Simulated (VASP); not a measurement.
# Rh (Fm-3m) in VASP: a series of runs

Rh is run at these levels: LDA; tasks: single point.

Program: VASP 6.6.1. These are calculated values, not measurements. Logs are shortened: lines on timing, memory, paths and dates and some standing lists are left out, and cuts for length are marked.

### 1 The cell of the first run

The structure is cubic, space group Fm-3m (No. 225). The conventional cell has a = 3.542 Å, b = 3.542 Å, c = 3.542 Å, α = 90.00°, β = 90.00°, γ = 90.00°. Within 3.3 Å of Rh (site symmetry m-3m) lie 12 Rh at 2.50 Å.

### 2 Single point, LDA (11.11 Å³/atom)

File INCAR:

```
PREC = Accurate
ENCUT = 520
EDIFF = 1E-6
ISMEAR = 0
SIGMA = 0.15
LREAL = F
LASPH = T
NELM = 80
ALGO = Fast
ISIF = 2
LWAVE = F
LCHARG = F
NBANDS = 14
```

File KPOINTS:

```
regular mesh
0
Gamma
  22 22 22
```

File POSCAR:

```
Rh
1.0
    0.0000000000      1.7710385767      1.7710385767
    1.7710385767      0.0000000000      1.7710385767
    1.7710385767      1.7710385767      0.0000000000
Rh
1
Direct
    0.0000000000      0.0000000000      0.0000000000
```

Potentials or basis: VASP PAW LDA potentials, release 64 (Rh_pv).

The run is started by

```
$ cat potpaw_LDA.64/Rh_pv/POTCAR > POTCAR
$ mpirun -np 1 vasp_std > vasp.out
```

OUTCAR:

```text
PREC = Accurate
   ENCUT = 520
   EDIFF = 1E-6
   ISMEAR = 0
   LREAL = F
   LASPH = T
   NELM = 80
   ISIF = 2

 ion  position               nearest neighbor table
   1  0.000  0.000  0.000-

  LATTYP: Found a face centered cubic cell.
 ALAT       =     3.5420771534

  Lattice vectors:

 A1 = (   0.0000000000,   1.7710385767,   1.7710385767)
 A2 = (   1.7710385767,   0.0000000000,   1.7710385767)
 A3 = (   1.7710385767,   1.7710385767,   0.0000000000)

Analysis of symmetry for initial positions (statically):
=====================================================================
 Subroutine PRICEL returns:
 Original cell was already a primitive cell.

 Routine SETGRP: Setting up the symmetry group for a
 face centered cubic supercell.

 Subroutine GETGRP returns: Found 48 space group operations
 (whereof 48 operations were pure point group operations)
 out of a pool of 48 trial point group operations.

The static configuration has the point symmetry O_h .

Analysis of symmetry for dynamics (positions and initial velocities):
=====================================================================
 Subroutine PRICEL returns:
 Original cell was already a primitive cell.

 Routine SETGRP: Setting up the symmetry group for a
 face centered cubic supercell.

 Subroutine GETGRP returns: Found 48 space group operations
 (whereof 48 operations were pure point group operations)
 out of a pool of 48 trial point group operations.

The dynamic configuration has the point symmetry O_h .

 Subroutine INISYM returns: Found 48 space group operations
 (whereof 48 operations are pure point group operations),
 and found     1 'primitive' translations

----------------------------------------------------------------------------------------

                                     Primitive cell

  volume of cell :      11.1100

  direct lattice vectors                    reciprocal lattice vectors
     0.000000000  1.771038577  1.771038577    -0.282320220  0.282320220  0.282320220
     1.771038577  0.000000000  1.771038577     0.282320220 -0.282320220  0.282320220
     1.771038577  1.771038577  0.000000000     0.282320220  0.282320220 -0.282320220

  length of vectors
     2.504626775  2.504626775  2.504626775     0.488992964  0.488992964  0.488992964

  position of ions in fractional coordinates (direct lattice)
     0.000000000  0.000000000  0.000000000

  ion indices of the primitive-cell ions
   primitive index   ion index
                 1           1

[... 83 lines left out ...]
   NUPDOWN=      -1.0000    fix difference up-down
   EMIN   =  10.00;   EMAX   =-10.00  energy-range for DOS
   EFERMI =   0.00;   METHOD = LEGACY
   ISMEAR =     0;   SIGMA  =   0.15  broadening in eV -4-tet -1-fermi 0-gaus
   EFERMI_NEDOS =   21; number of points for ismear=-14 and -15
   IALGO  =     68    algorithm
   IMIX   =      4    mixing-type and parameters
     AMIX     =   0.40;   BMIX     =  1.00
     AMIX_MAG =   1.60;   BMIX_MAG =  1.00
  volume/ion in A,a.u.               =      11.11        74.97
  Fermi-wavevector in a.u.,A,eV,Ry     =   1.809397  3.419265 44.544358  3.273918
  Thomas-Fermi vector in A             =   2.868275
   LORBIT       =      0    0 simple, 1 ext, 2 COOP (PROOUT), +10 PAW based schemes
   GGA     = CA    functional components
   LHFCALC =     F    Hartree Fock is set to
   AEXX    =    0.0000 exact exchange contribution
   IVDW    =     0    specifies the selected vdW correction
   LEPSILON=     F    determine dielectric tensor
   LRPA    =     F    only Hartree local field effects (RPA)
 non-spin polarized calculation
 RMM-DIIS sequential band-by-band and
 Gauss-broadening in eV      SIGMA  =   0.15
  energy-cutoff  :      520.00
  volume of cell :       11.11
 maximum number of plane-waves:       310
   NGX =  9   NGY =  9   NGZ =  9

 number of electron      14.9999998 magnetization

 Free energy of the ion-electron system (eV)
  ---------------------------------------------------
  ext. energy  EPLUGINS =         0.00000000
  ---------------------------------------------------
  free energy    TOTEN  =        -8.19620004 eV

  energy without entropy =       -8.18538261  energy(sigma->0) =       -8.19079133

 E-fermi :  16.1254     XC(G=0): -15.7497

 val. band max:       16.1206011800   @ k =   0.3636   0.0000   0.0000
 cond. band min:      16.1337612580   @ k =   0.3182   0.1818   0.0455
 fundamental gap:      0.0131600781
 Fermi energy:        16.1253750965

 k-point     1 :       0.0000    0.0000    0.0000
  band No.  band energies     occupation
      1     -30.4170      2.00000
      2     -30.4170      2.00000
      3     -30.4170      2.00000
      4       6.4759      2.00000
      5      11.8096      2.00000
      6      11.8096      2.00000
      7      11.8096      2.00000
      8      14.7675      2.00000
      9      14.7675      2.00000
     10      31.6198      0.00000
     11      35.8985      0.00000
     12      38.3204      0.00000
     13      38.3204      0.00000
     14      38.3204      0.00000
[... 377 lines left out ...]
      1     -31.9173      2.00000
      2     -30.6429      2.00000
      3     -30.6188      2.00000
      4       8.0300      2.00000
      5      11.6215      2.00000
      6      11.7615      2.00000
      7      15.6731      1.99998
      8      16.8376      0.00000
      9      17.9272      0.00000
     10      27.3791      0.00000
     11      31.5054      0.00000
     12      35.9018      0.00000
     13      38.8787      0.00000
     14      39.3327      0.00000

 [... further k-points ...]

------------------------ aborting loop because EDIFF is reached ----------------------------------------

  FORCE on cell =-STRESS in cart. coord.  units (eV):
  Direction    XX          YY          ZZ          XY          YZ          ZX
  --------------------------------------------------------------------------------------
  -------------------------------------------------------------------------------------
  Total        6.0491550      6.0491550      6.0491550     -0.0000000     -0.0000000     -0.0000000
  in kB      872.3509434    872.3509434    872.3509434     -0.0000000     -0.0000000     -0.0000000
  external PRESSURE =     872.3509434 kB  Pullay stress =       0.0000000 kB

 VOLUME and BASIS-vectors are now :
 -----------------------------------------------------------------------------
  energy-cutoff  :      520.00
  volume of cell :       11.11
      direct lattice vectors                 reciprocal lattice vectors
     0.000000000  1.771038577  1.771038577    -0.282320220  0.282320220  0.282320220
     1.771038577  0.000000000  1.771038577     0.282320220 -0.282320220  0.282320220
     1.771038577  1.771038577  0.000000000     0.282320220  0.282320220 -0.282320220

 POSITION                                       TOTAL-FORCE (eV/Angst)
 -----------------------------------------------------------------------------------
      0.00000      0.00000      0.00000         0.000000      0.000000      0.000000
 -----------------------------------------------------------------------------------
    total drift:                                0.000000      0.000000      0.000000

  FREE ENERGIE OF THE ION-ELECTRON SYSTEM (eV)
  ---------------------------------------------------
  free  energy   TOTEN  =        -8.1962000437 eV

  energy  without entropy=       -8.1853826146  energy(sigma->0) =       -8.19079133
```

OSZICAR:

```text
N       E                     dE             d eps       ncg     rms          rms(c)
DAV:   1     0.118072385561E+03    0.11807E+03   -0.85667E+03  9236   0.119E+03
DAV:   2    -0.717321708289E+01   -0.12525E+03   -0.11989E+03 10396   0.350E+02
DAV:   3    -0.867763507011E+01   -0.15044E+01   -0.15023E+01 10420   0.416E+01
DAV:   4    -0.868215857633E+01   -0.45235E-02   -0.45234E-02 10318   0.234E+00
DAV:   5    -0.868218947229E+01   -0.30896E-04   -0.30897E-04 10114   0.170E-01    0.186E+01
RMM:   6    -0.824485305238E+01    0.43734E+00   -0.51335E-01  9874   0.713E+00    0.799E+00
RMM:   7    -0.820182336820E+01    0.43030E-01   -0.49869E-02  9726   0.228E+00    0.259E+00
RMM:   8    -0.819640682717E+01    0.54165E-02   -0.94569E-03 10588   0.117E+00    0.339E-01
RMM:   9    -0.819618270606E+01    0.22412E-03   -0.64591E-04 11300   0.321E-01    0.112E-02
RMM:  10    -0.819619926210E+01   -0.16556E-04   -0.10719E-04 11481   0.141E-01    0.138E-02
RMM:  11    -0.819619969277E+01   -0.43067E-06   -0.21503E-05 11523   0.599E-02    0.297E-03
RMM:  12    -0.819620004370E+01   -0.35093E-06   -0.49931E-06  9218   0.306E-02
   1 F= -.81962000E+01 E0= -.81907913E+01  d E =-.108174E-01
```

Wall time 33 s (1 thread of Intel Xeon Platinum 8559C (Emerald Rapids), shared host); peak memory 0.15 GiB.

Results:

```yaml
Free_energy: -8.1962 eV
Pressure: 87.2 GPa
Band_gap_on_the_k_mesh: zero (an odd number of electrons rules out a gap without spin polarisation)
```

Levels at points of the mesh, in eV from the Fermi level:
```tsv
k point	band 3	band 4	band 5	band 6	band 7	band 8	band 9	band 10	band 11	band 12
(0.00, 0.00, 0.00)	-46.54	-9.65	-4.32	-4.32	-4.32	-1.36	-1.36	15.49	19.77	22.20
(0.50, 0.00, 0.00)	-46.74	-8.19	-4.44	-4.44	0.56	0.85	0.85	11.13	15.13	19.78
(0.50, 0.50, 0.00)	-47.09	-8.69	-8.23	0.83	1.45	1.45	3.64	14.49	14.49	15.32
```

Caveat: the cell stands under pressure.

### 3 Single point, LDA (11.82 Å³/atom)

This run uses another cell than the first one, of 11.82 Å³/atom.

Edit INCAR of step 2 so:

```diff
@@ -7,3 +7,3 @@
 LASPH = T
-NELM = 80
+NELM = 60
 ALGO = Fast
@@ -12,2 +12,3 @@
 LCHARG = F
+GGA = CA
 NBANDS = 14
```

File KPOINTS:

```
Automatic mesh
0
Gamma
  22 22 22
```

File POSCAR:

```
Rh
1.0
    0.0000000000      1.8077852096      1.8077852096
    1.8077852096      0.0000000000      1.8077852096
    1.8077852096      1.8077852096      0.0000000000
Rh
1
Direct
    0.0000000000      0.0000000000      0.0000000000
```

Potentials or basis: VASP PAW LDA potentials, release 64 (Rh_pv).

The run is started by

```
$ cat potpaw_LDA.64/Rh_pv/POTCAR > POTCAR
$ mpirun -np 1 vasp_std > vasp.out
```

OUTCAR:

```text
PREC = Accurate
   ENCUT = 520
   EDIFF = 1E-6
   ISMEAR = 0
   LREAL = F
   LASPH = T
   NELM = 60
   ISIF = 2
   GGA = CA

 ion  position               nearest neighbor table
   1  0.000  0.000  0.000-

  LATTYP: Found a face centered cubic cell.
 ALAT       =     3.6155704192

  Lattice vectors:

 A1 = (   0.0000000000,   1.8077852096,   1.8077852096)
 A2 = (   1.8077852096,   0.0000000000,   1.8077852096)
 A3 = (   1.8077852096,   1.8077852096,   0.0000000000)

Analysis of symmetry for initial positions (statically):
=====================================================================
 Subroutine PRICEL returns:
 Original cell was already a primitive cell.

 Routine SETGRP: Setting up the symmetry group for a
 face centered cubic supercell.

 Subroutine GETGRP returns: Found 48 space group operations
 (whereof 48 operations were pure point group operations)
 out of a pool of 48 trial point group operations.

The static configuration has the point symmetry O_h .

[... 167 lines left out ...]
  band No.  band energies     occupation
      1     -31.6804      2.00000
      2     -31.6804      2.00000
      3     -31.6804      2.00000
      4       5.5745      2.00000
      5      10.8230      2.00000
      6      10.8230      2.00000
      7      10.8230      2.00000
      8      13.5137      2.00000
      9      13.5137      2.00000
     10      30.4365      0.00000
     11      34.6860      0.00000
     12      36.7457      0.00000
     13      36.7457      0.00000
     14      36.7457      0.00000
[... 377 lines left out ...]
      1     -32.9068      2.00000
      2     -31.8670      2.00000
      3     -31.8474      2.00000
      4       7.2805      2.00000
      5      10.6623      2.00000
      6      10.7892      2.00000
      7      14.3406      1.99989
      8      15.3908      0.00000
      9      16.4321      0.00000
     10      25.2144      0.00000
     11      30.2441      0.00000
     12      34.6890      0.00000
     13      36.9667      0.00000
     14      37.4206      0.00000

 [... further k-points ...]

------------------------ aborting loop because EDIFF is reached ----------------------------------------

  FORCE on cell =-STRESS in cart. coord.  units (eV):
  Direction    XX          YY          ZZ          XY          YZ          ZX
  --------------------------------------------------------------------------------------
  -------------------------------------------------------------------------------------
  Total        3.5917251      3.5917251      3.5917251      0.0000000      0.0000000      0.0000000
  in kB      487.0159606    487.0159606    487.0159606      0.0000000      0.0000000      0.0000000
  external PRESSURE =     487.0159606 kB  Pullay stress =       0.0000000 kB

 VOLUME and BASIS-vectors are now :
 -----------------------------------------------------------------------------
  energy-cutoff  :      520.00
  volume of cell :       11.82
      direct lattice vectors                 reciprocal lattice vectors
     0.000000000  1.807785210  1.807785210    -0.276581530  0.276581530  0.276581530
     1.807785210  0.000000000  1.807785210     0.276581530 -0.276581530  0.276581530
     1.807785210  1.807785210  0.000000000     0.276581530  0.276581530 -0.276581530

 POSITION                                       TOTAL-FORCE (eV/Angst)
 -----------------------------------------------------------------------------------
      0.00000      0.00000      0.00000         0.000000      0.000000      0.000000
 -----------------------------------------------------------------------------------
    total drift:                                0.000000     -0.000000      0.000000

  FREE ENERGIE OF THE ION-ELECTRON SYSTEM (eV)
  ---------------------------------------------------
  free  energy   TOTEN  =        -8.4927324844 eV

  energy  without entropy=       -8.4808940317  energy(sigma->0) =       -8.48681326
```

OSZICAR:

```text
N       E                     dE             d eps       ncg     rms          rms(c)
DAV:   1     0.118293316827E+03    0.11829E+03   -0.87247E+03  9256   0.118E+03
DAV:   2    -0.751565768106E+01   -0.12581E+03   -0.12041E+03 10336   0.347E+02
DAV:   3    -0.900672274499E+01   -0.14911E+01   -0.14891E+01 10534   0.415E+01
DAV:   4    -0.901145746431E+01   -0.47347E-02   -0.47347E-02 10198   0.239E+00
DAV:   5    -0.901149267483E+01   -0.35211E-04   -0.35211E-04 10324   0.181E-01    0.158E+01
RMM:   6    -0.853370971409E+01    0.47778E+00   -0.62594E-01  9852   0.780E+00    0.632E+00
RMM:   7    -0.849833726932E+01    0.35372E-01   -0.43862E-02  9755   0.214E+00    0.232E+00
RMM:   8    -0.849298774607E+01    0.53495E-02   -0.87881E-03 10625   0.113E+00    0.319E-01
RMM:   9    -0.849271500017E+01    0.27275E-03   -0.72276E-04 11314   0.328E-01    0.102E-02
RMM:  10    -0.849273177519E+01   -0.16775E-04   -0.11138E-04 11462   0.141E-01    0.137E-02
RMM:  11    -0.849273210636E+01   -0.33117E-06   -0.17635E-05 11482   0.540E-02    0.227E-03
RMM:  12    -0.849273248444E+01   -0.37808E-06   -0.40220E-06  8979   0.276E-02
   1 F= -.84927325E+01 E0= -.84868133E+01  d E =-.118385E-01
```

stdout:

```text
POSCAR found type information on POSCAR Rh
 POSCAR found :  1 types and       1 ions
 scaLAPACK will be used
 LDA part: xc-table for (Slater(with rela. corr.)+CA(PZ))
 , standard interpolation
 POSCAR, INCAR and KPOINTS ok, starting setup
 FFT: planning ... GRIDC
 FFT: planning ... GRID_SOFT
 FFT: planning ... GRID
 WAVECAR not read
 entering main loop
WARNING in EDDRMM: call to ZHEGV failed, returncode =   8  4     12
```

Run time: 34 s. Hardware: 1 thread of Intel Xeon Platinum 8559C (Emerald Rapids), shared host; peak memory 0.15 GiB.

What came out:

| Quantity | Value |
| --- | --- |
| Free energy | -8.4927 eV |
| Pressure | 48.7 GPa |
| Band gap on the k mesh | zero (an odd number of electrons rules out a gap without spin polarisation) |

Caveat: the cell stands under pressure.
